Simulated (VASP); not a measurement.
Runs of VASP 6.6.1 on HgTe. The structure is that of space group Pm-3m (No. 221), or close to it. The cells are those of the table. 

| task | level | cell | cutoff (eV) | gap on the mesh (eV) | pressure (GPa) | relaxed volume (Å³/atom) |
| --- | --- | --- | --- | --- | --- | --- |
| single point | PBE | a = 3.806 Å, 2 atoms | 520 | none | 0.1 | - |
| single point | r2SCAN | a = 3.790 Å, 2 atoms | 520 | none | 0.1 | - |
| single point | PBE | a = 3.790 Å, 2 atoms | 520 | none | 0.7 | - |
| relaxation of cell and atoms | PBE | relaxed from a = 3.511 Å, 2 atoms | 600 | none | 0.0 | 27.65 |
| relaxation of cell and atoms | r2SCAN | relaxed from a = 3.806 Å, 2 atoms | 600 | none | 0.0 | (a) |

Alike in all rows: potentials or basis VASP PAW PBE potentials, release 64 (Hg, Te); no spin polarisation; k mesh 6 × 6 × 6; smearing fermi-dirac 0.02 eV.

**Question.** Fill in the values left out.

**Answer.** (a) 27.32.

Caveats: spin-orbit coupling is left out, which moves the levels of the heavy elements; the PAW data sets were made with another functional, which shifts forces and pressure a little (some runs); the volume moved by over 15 % at a fixed basis, so the end points are rough (some runs).

A k mesh can miss the band edges, and the runs leave out spin-orbit coupling on Hg, Te.

A gap of «none» marks levels without a gap at the run's occupations.
